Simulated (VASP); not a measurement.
Here is a VASP 6.6.1 calculation.

File INCAR:

```
SYSTEM = HfO2
  PREC = Accurate
  ENCUT = 520
  EDIFF = 1E-7
  ISMEAR = 0
  SIGMA = 0.01
  LREAL = .False.
  LASPH = .True.
  NELM = 60
  ALGO = Normal
  ISIF = 2
  LWAVE = .False.
  LCHARG = .False.
  GGA = PE
  NBANDS = 56
```

File KPOINTS:

```
Automatic mesh
0
Gamma
  4 4 4
  0 0 0
```

POSCAR

```
HfO2
1.0
    5.2938755775      0.0000000000      0.0000000000
    0.0000000000      5.0691666263      0.0000000000
    0.0000000000      0.0000000000      5.1012334227
Hf O
4 8
Direct
    0.0326044589      0.2663017348      0.2399921310
    0.4673955411      0.2663017348      0.7399921310
    0.5326044589      0.7336982652      0.2399921310
    0.9673955411      0.7336982652      0.7399921310
    0.3654070755      0.0676023651      0.3831735523
    0.1345929245      0.0676023651      0.8831735523
    0.7291875799      0.4627947570      0.4898343167
    0.7708124201      0.4627947570      0.9898343167
    0.2708124201      0.5372052430      0.9898343167
    0.2291875799      0.5372052430      0.4898343167
    0.8654070755      0.9323976349      0.3831735523
    0.6345929245      0.9323976349      0.8831735523
```

Potentials or basis: VASP PAW PBE potentials, release 64 (Hf_pv, O).

Run with:

```console
$ cat potpaw_PBE.64/Hf_pv/POTCAR potpaw_PBE.64/O/POTCAR > POTCAR
$ mpirun -np 1 vasp_std > vasp.out
```

Q: Predict the pressure.

A: -3.1 GPa.

Q: What does it give for the band gap on the k mesh?

A: 4.36 eV, indirect (least direct gap 4.57 eV).

Q: What does it give for the largest force?

A: 0.058 eV/Å.

Stress tensor (GPa, compression positive):
```
-3.17  0.00  0.00
 0.00 -3.17  0.00
 0.00  0.00 -3.08
```

Caveat: spin-orbit coupling is left out, which moves the levels of the heavy elements. A k mesh can miss the band edges.
